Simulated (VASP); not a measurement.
Bi, 1 atom in the cell. The structure is cubic, space group Im-3m (No. 229). The conventional cell has a = 3.963 Å, b = 3.963 Å, c = 3.963 Å, α = 90.00°, β = 90.00°, γ = 90.00°. Bi (site symmetry m-3m) has 14 Bi at 3.43 to 3.96 Å within 4.5 Å. 

| Quantity | Value |
| --- | --- |
| Program | VASP 6.6.1 |
| Task | relaxation of cell and atoms |
| Functional | PBEsol |
| Potentials or basis | VASP PAW PBE potentials, release 64 (Bi_d) |
| Cutoff | 600 eV |
| k mesh | 9 × 9 × 9 |
| Occupations | fermi-dirac, width 0.05 eV |
| Spin | no spin polarisation |
| Target pressure | 5 GPa |
| Dipole correction | no |
| Further INCAR settings | ALGO = Normal; EDIFF = 1e-07; IBRION = 2; EDIFFG = -0.02; NSW = 80; ISIF = 3 |

Potentials or basis: VASP PAW PBE potentials, release 64 (Bi_d).

The run is started by

```console
$ cat potpaw_PBE.64/Bi_d/POTCAR > POTCAR
$ mpirun -np 1 vasp_std > vasp.out
```

Hardware: 1 thread of AMD EPYC 7R43 64-Core Processor (Zen 3) (shared host).

Estimate the wall time of this run.

It took 44 s on 1 thread of AMD EPYC 7R43 64-Core Processor (Zen 3) (shared host), peak memory 0.13 GiB. Counts: scf iterations 39, k points 35, ion steps 4.
